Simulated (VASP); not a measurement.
# MgO (Cm) in VASP: notebook

The runs below take MgO through single point, with PBE.

Everything below comes from runs of VASP 6.6.1. Logs are shortened: lines on timing, memory, paths and dates and some standing lists are left out, and cuts for length are marked.

### Step 1. The cell of the first run

The structure is monoclinic, space group Cm (No. 8). Conventional cell: a = 5.088 Å, b = 2.938 Å, c = 2.680 Å, α = 90.00°, β = 90.00°, γ = 90.00°. Mg (site symmetry m) has 6 O at 2.06 to 2.23 Å and 2 Mg at 2.68 Å within 2.7 Å. O (site symmetry m) has 6 Mg at 2.06 to 2.23 Å and 2 O at 2.68 Å within 2.7 Å.

### Step 2. Single point, PBE

Input file INCAR:

```
SYSTEM = MgO
ALGO = Normal
EDIFF = 1E-6
ENCUT = 520
GGA = PE
ISIF = 2
ISMEAR = 0
LASPH = .True.
LCHARG = .False.
LREAL = .False.
LWAVE = .False.
NBANDS = 11
NELM = 80
PREC = Accurate
SIGMA = 0.05
```

Input file KPOINTS:

```
k-points
0
Gamma
  12 12 8
  0 0 0
```

Input file POSCAR:

```
MgO
1.0
    2.9377244759      0.0000000000      0.0000000000
   -1.4688622380      2.5441440255      0.0000000000
    0.0000000000      0.0000000000      2.6797873418
Mg O
1 1
Direct
   -0.0308428631     -0.0154214316     -0.0231321473
    0.3333333333      0.6666666667      0.5000000000
```

Potentials or basis: VASP PAW PBE potentials, release 64 (Mg, O).

On the command line:

```sh
$ cat potpaw_PBE.64/Mg/POTCAR potpaw_PBE.64/O/POTCAR > POTCAR
$ mpirun -np 1 vasp_std > vasp.out
```

OUTCAR:

```text
SYSTEM = MgO
   EDIFF = 1E-6
   ENCUT = 520
   GGA = PE
   ISIF = 2
   ISMEAR = 0
   LASPH = .True.
   LREAL = .False.
   NELM = 80
   PREC = Accurate

 ion  position               nearest neighbor table
   1  0.969  0.985  0.977-   2 2.06   2 2.14   2 2.16   2 2.16   2 2.23   2 2.23
   2  0.333  0.667  0.500-   1 2.06   1 2.14   1 2.16   1 2.16   1 2.23   1 2.23

  LATTYP: Found a hexagonal cell.
 ALAT       =     2.9377244759
 C/A-ratio  =     0.9121983235

  Lattice vectors:

 A1 = (   2.9377244759,   0.0000000000,   0.0000000000)
 A2 = (  -1.4688622380,   2.5441440255,   0.0000000000)
 A3 = (   0.0000000000,   0.0000000000,   2.6797873418)

Analysis of symmetry for initial positions (statically):
=====================================================================
 Subroutine PRICEL returns:
 Original cell was already a primitive cell.

 Routine SETGRP: Setting up the symmetry group for a
 hexagonal supercell.

 Subroutine GETGRP returns: Found  2 space group operations
 (whereof  2 operations were pure point group operations)
 out of a pool of 24 trial point group operations.

The static configuration has the point symmetry C_1h.

Analysis of symmetry for dynamics (positions and initial velocities):
=====================================================================
 Subroutine PRICEL returns:
 Original cell was already a primitive cell.

 Routine SETGRP: Setting up the symmetry group for a
 hexagonal supercell.

 Subroutine GETGRP returns: Found  2 space group operations
 (whereof  2 operations were pure point group operations)
 out of a pool of 24 trial point group operations.

The dynamic configuration has the point symmetry C_1h.

 Subroutine INISYM returns: Found  2 space group operations
 (whereof  2 operations are pure point group operations),
 and found     1 'primitive' translations

----------------------------------------------------------------------------------------

                                     Primitive cell

  volume of cell :      20.0287

  direct lattice vectors                    reciprocal lattice vectors
     2.937724476  0.000000000  0.000000000     0.340399519  0.196529754  0.000000000
    -1.468862238  2.544144026  0.000000000     0.000000000  0.393059508  0.000000000
     0.000000000  0.000000000  2.679787342     0.000000000  0.000000000  0.373163939

  length of vectors
     2.937724476  2.937724476  2.679787342     0.393059508  0.393059508  0.373163939

  position of ions in fractional coordinates (direct lattice)
     0.969157137  0.984578568  0.976867853
     0.333333333  0.666666667  0.500000000

  ion indices of the primitive-cell ions
   primitive index   ion index
                 1           1
                 2           2

----------------------------------------------------------------------------------------

 KPOINTS: k-points

Automatic generation of k-mesh.
 Grid dimensions read from file:
 generate k-points for:   12   12    8

 Generating k-lattice:

  Cartesian coordinates                     Fractional coordinates (reciprocal lattice)
     0.028366627  0.016377480  0.000000000     0.083333333  0.000000000  0.000000000
     0.000000000  0.032754959  0.000000000     0.000000000  0.083333333  0.000000000
     0.000000000  0.000000000  0.046645492     0.000000000  0.000000000  0.125000000

  Length of vectors
     0.032754959  0.032754959  0.046645492

  Shift w.r.t. Gamma in fractional coordinates (k-lattice)
     0.000000000  0.000000000  0.000000000

 Subroutine IBZKPT returns following result:
 ===========================================

 Found    320 irreducible k-points:

 Following reciprocal coordinates:
            Coordinates               Weight
  0.000000  0.000000  0.000000      1.000000
  0.083333  0.000000  0.000000      2.000000
  0.000000  0.083333  0.000000      4.000000
  0.166667 -0.000000  0.000000      2.000000
  0.000000  0.166667  0.000000      4.000000
  0.250000  0.000000  0.000000      2.000000
[... 16 lines left out ...]
 -0.083333  0.416667  0.000000      4.000000
 -0.416667  0.333333  0.000000      4.000000
 [... further k-points ...]
   k-points           NKPTS =    320   k-points in BZ     NKDIM =    320   number of bands    NBANDS=     11
   number of dos      NEDOS =    301   number of ions     NIONS =      2
   total plane-waves  NPLWV =  11520
   dimension x,y,z NGX =    24 NGY =   24 NGZ =   20
   dimension x,y,z NGXF=    48 NGYF=   48 NGZF=   40
   ions per type =               1   1
   NGX,Y,Z   is equivalent  to a cutoff of  13.58, 13.58, 12.41 a.u.
   NGXF,Y,Z  is equivalent  to a cutoff of  27.16, 27.16, 24.81 a.u.
 SYSTEM =  MgO
   PREC   = accura    normal or accurate (medium, high low for compatibility)
   ISTART =      0    job   : 0-new  1-cont  2-samecut
   ICHARG =      2    charge: 1-file 2-atom 10-const
   ISPIN  =      1    spin polarized calculation?
   LNONCOLLINEAR =      F non collinear calculations
   LSORBIT =      F    spin-orbit coupling
   LASPH  =      T    aspherical Exc in radial PAW
   ENCUT  =  520.0 eV  38.22 Ry    6.18 a.u.   5.46  5.46  4.98*2*pi/ulx,y,z
   NELM   =     80;   NELMIN=  2; NELMDL= -5     # of ELM steps
   EDIFF  = 0.1E-05   stopping-criterion for ELM
   LREAL  =      F    real-space projection
   EDIFFG = 0.1E-04   stopping-criterion for IOM
   NSW    =      0    number of steps for IOM
   IBRION =     -1    ionic relax: 0-MD 1-quasi-New 2-CG
   NFREE  =      0    steps in history (QN), initial steepest desc. (CG)
   ISIF   =      2    stress and relaxation
   ISYM   =      2    0-nonsym 1-usesym 2-fastsym
   POTIM  = 0.5000    time-step for ionic-motion
   TEBEG  =    0.0;   TEEND  =   0.0 temperature during run
   PSTRESS=    0.0 pullay stress
   NELECT =       8.0000    total number of electrons
   NUPDOWN=      -1.0000    fix difference up-down
   EMIN   =  10.00;   EMAX   =-10.00  energy-range for DOS
   EFERMI =   0.00;   METHOD = LEGACY
   ISMEAR =     0;   SIGMA  =   0.05  broadening in eV -4-tet -1-fermi 0-gaus
   EFERMI_NEDOS =   21; number of points for ismear=-14 and -15
   IALGO  =     38    algorithm
   IMIX   =      4    mixing-type and parameters
     AMIX     =   0.40;   BMIX     =  1.00
     AMIX_MAG =   1.60;   BMIX_MAG =  1.00
  volume/ion in A,a.u.               =      10.01        67.58
  Fermi-wavevector in a.u.,A,eV,Ry     =   1.205648  2.278344 19.777247  1.453587
  Thomas-Fermi vector in A             =   2.341338
   LORBIT       =      0    0 simple, 1 ext, 2 COOP (PROOUT), +10 PAW based schemes
   GGA     = PE    functional components
   LHFCALC =     F    Hartree Fock is set to
   AEXX    =    0.0000 exact exchange contribution
   IVDW    =     0    specifies the selected vdW correction
   LEPSILON=     F    determine dielectric tensor
   LRPA    =     F    only Hartree local field effects (RPA)
 non-spin polarized calculation
 Gauss-broadening in eV      SIGMA  =   0.05
  energy-cutoff  :      520.00
  volume of cell :       20.03
 maximum number of plane-waves:       562
 NGX is ok and might be reduce to    24
   NGX = 11   NGY = 11   NGZ =  9

 number of electron       7.9999996 magnetization

 Free energy of the ion-electron system (eV)
  ---------------------------------------------------
  ext. energy  EPLUGINS =         0.00000000
  ---------------------------------------------------
  free energy    TOTEN  =       -11.21154721 eV

  energy without entropy =      -11.21154721  energy(sigma->0) =      -11.21154721

 E-fermi :   3.5967     XC(G=0): -10.7312

 val. band max:        3.2974805197   @ k =   0.3333   0.3333   0.0000
 cond. band min:       6.2955892111   @ k =   0.0000   0.0000   0.0000
 fundamental gap:      2.9981086913
 Fermi energy:         3.5966904303

 k-point     1 :       0.0000    0.0000    0.0000
  band No.  band energies     occupation
      1     -14.1351      2.00000
      2       2.6480      2.00000
      3       2.7410      2.00000
      4       2.8923      2.00000
      5       6.2956      0.00000
      6      15.1982      0.00000
      7      18.7755      0.00000
      8      18.9833      0.00000
      9      22.8930      0.00000
     10      24.4118      0.00000
     11      25.5004      0.00000

 k-point     2 :       0.0833    0.0000    0.0000
  band No.  band energies     occupation
      1     -14.0739      2.00000
      2       2.1723      2.00000
      3       2.6888      2.00000
      4       2.9151      2.00000
      5       6.7429      0.00000
      6      15.2260      0.00000
      7      18.0079      0.00000
      8      19.1614      0.00000
      9      23.6463      0.00000
     10      24.5778      0.00000
     11      25.6162      0.00000

 k-point     3 :       0.0000    0.0833    0.0000
  band No.  band energies     occupation
      1     -14.0745      2.00000
      2       2.2258      2.00000
      3       2.6230      2.00000
      4       2.9166      2.00000
      5       6.7633      0.00000
      6      15.2106      0.00000
      7      18.1237      0.00000
      8      19.0649      0.00000
      9      23.5795      0.00000
     10      24.4269      0.00000
     11      25.7258      0.00000

 k-point     4 :       0.1667   -0.0000    0.0000
  band No.  band energies     occupation
      1     -13.9015      2.00000
      2       1.1788      2.00000
      3       2.5502      2.00000
      4       2.9748      2.00000
      5       7.6592      0.00000
      6      15.0054      0.00000
      7      17.1645      0.00000
      8      19.6308      0.00000
      9      23.6752      0.00000
     10      24.7835      0.00000
     11      26.0117      0.00000
[... 239 lines left out ...]
 k-point    22 :       0.3333    0.0833    0.0000
  band No.  band energies     occupation
      1     -13.2461      2.00000
      2      -1.0782      2.00000
      3       1.8849      2.00000
      4       3.1889      2.00000
      5       9.7861      0.00000
      6      13.6709      0.00000
      7      16.9152      0.00000
      8      20.9063      0.00000
      9      22.6520      0.00000
     10      24.7775      0.00000
     11      27.3178      0.00000

 k-point    23 :      -0.0833    0.4167    0.0000
  band No.  band energies     occupation
      1     -13.2555      2.00000
      2      -1.0338      2.00000
      3       1.8071      2.00000
      4       3.2111      2.00000
      5       9.9749      0.00000
      6      13.7304      0.00000
      7      16.7183      0.00000
      8      20.6224      0.00000
      9      22.4627      0.00000
     10      24.8731      0.00000
     11      27.3651      0.00000

 k-point    24 :      -0.4167    0.3333    0.0000
  band No.  band energies     occupation
      1     -13.2536      2.00000
      2      -1.0444      2.00000
      3       1.8276      2.00000
      4       3.2064      2.00000
      5       9.9500      0.00000
      6      13.6303      0.00000
      7      16.7584      0.00000
      8      20.9786      0.00000
      9      22.5013      0.00000
     10      24.5989      0.00000
     11      27.4000      0.00000

 [... further k-points ...]
[... 5 lines left out ...]
  --------------------------------------------------------------------------------------
  -------------------------------------------------------------------------------------
  Total        0.0250352     -0.0077135      0.0306382      0.0283612      0.0618757      0.1071718
  in kB        2.0026672     -0.6170355      2.4508733      2.2687291      4.9496843      8.5731021
  external PRESSURE =       1.2788350 kB  Pullay stress =       0.0000000 kB

 VOLUME and BASIS-vectors are now :
 -----------------------------------------------------------------------------
  energy-cutoff  :      520.00
  volume of cell :       20.03
      direct lattice vectors                 reciprocal lattice vectors
     2.937724476  0.000000000  0.000000000     0.340399519  0.196529754  0.000000000
    -1.468862238  2.544144026  0.000000000     0.000000000  0.393059508  0.000000000
     0.000000000  0.000000000  2.679787342     0.000000000  0.000000000  0.373163939

 POSITION                                       TOTAL-FORCE (eV/Angst)
 -----------------------------------------------------------------------------------
      1.40091      2.50491      2.61780         0.279501      0.161370      0.232132
     -0.00000      1.69610      1.33989        -0.279501     -0.161370     -0.232132
 -----------------------------------------------------------------------------------
    total drift:                               -0.000074     -0.000043     -0.000209

  FREE ENERGIE OF THE ION-ELECTRON SYSTEM (eV)
  ---------------------------------------------------
  free  energy   TOTEN  =       -11.2115472119 eV

  energy  without entropy=      -11.2115472119  energy(sigma->0) =      -11.21154721
```

Wall time 16 s (1 thread of Intel Xeon 6975P-C (Granite Rapids), shared host); peak memory 0.19 GiB.

What came out:

| Item | Value |
| --- | --- |
| Free energy | -11.2115 eV |
| Pressure | 0.1 GPa |
| Largest force | 0.398 eV/Å |
| Band gap on the k mesh | 3.00 eV, indirect (least direct gap 3.40 eV) |

Forces on the atoms (eV/Å):
```
Mg   0.280  0.161  0.232
O   -0.280 -0.161 -0.232
```

Levels at points of the mesh, in eV from the valence-band top:
```tsv
k point	band 1	band 2	band 3	band 4	band 5	band 6	band 7	band 8
(0.00, 0.00, 0.00)	-17.43	-0.65	-0.56	-0.41	3.00	11.90	15.48	15.69
(0.50, 0.00, 0.00)	-16.39	-4.90	-1.26	-0.07	6.46	10.47	13.33	17.82
(0.00, 0.50, 0.00)	-16.40	-4.86	-1.34	-0.04	6.68	10.50	13.01	17.80
(0.00, 0.00, 0.50)	-16.36	-5.34	-0.19	-0.01	8.28	8.99	17.49	17.69
(0.50, 0.00, 0.50)	-15.65	-3.71	-3.40	-0.75	6.00	11.49	13.50	14.96
(0.00, 0.50, 0.50)	-15.64	-3.70	-3.32	-0.86	5.74	11.37	14.01	14.84
```

Caveat: the cell differs from its parent crystal (all Mg atoms moved +0.100 Å, as atom 1 towards its neighbour atom 2 (O) at 2.161 Å).

[end of part 1 of 3]
